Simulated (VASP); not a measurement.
Here is a VASP 6.6.1 calculation.

The input INCAR:

```
SYSTEM = Ge
PREC     = Accurate       ! precision mode
ENCUT    = 520            ! plane-wave cutoff, eV
EDIFF    = 1E-6           ! SCF threshold, eV
ISMEAR   = -1             ! smearing method
SIGMA    = 0.05           ! smearing width, eV
LREAL    = .False.        ! projectors in reciprocal space
LASPH    = .True.         ! aspherical terms in the spheres
NELM     = 80             ! most SCF steps
ALGO     = Normal         ! electronic algorithm
ISIF     = 2              ! what is computed and relaxed
LWAVE    = .False.        ! write WAVECAR
LCHARG   = .True.         ! write CHGCAR
GGA      = PE             ! functional
LELF     = .True.         ! ELF
LVHAR    = .True.       
NBANDS   = 21             ! bands
```

Contents of KPOINTS:

```
regular mesh
0
Gamma
  10 10 10
  0 0 0
```

Contents of POSCAR:

```
Ge
1.0
    0.0000000000      2.7905386918      2.7905386918
    2.7905386918      0.0000000000      2.7905386918
    2.7905386918      2.7905386918      0.0000000000
Ge
2
Direct
    0.5000000000      0.5000000000      0.5000000000
    0.7500000000      0.7500000000      0.7500000000
```

Potentials or basis: VASP PAW PBE potentials, release 64 (Ge_d).

Run with:

```sh
$ cat potpaw_PBE.64/Ge_d/POTCAR > POTCAR
$ mpirun -np 1 vasp_std > vasp.out
```

(1) What does it give for the pressure?

(2) Estimate the band gap on the k mesh.

## Answers

(1) 7.0 GPa.

(2) 0.31 eV, indirect (least direct gap 0.42 eV).
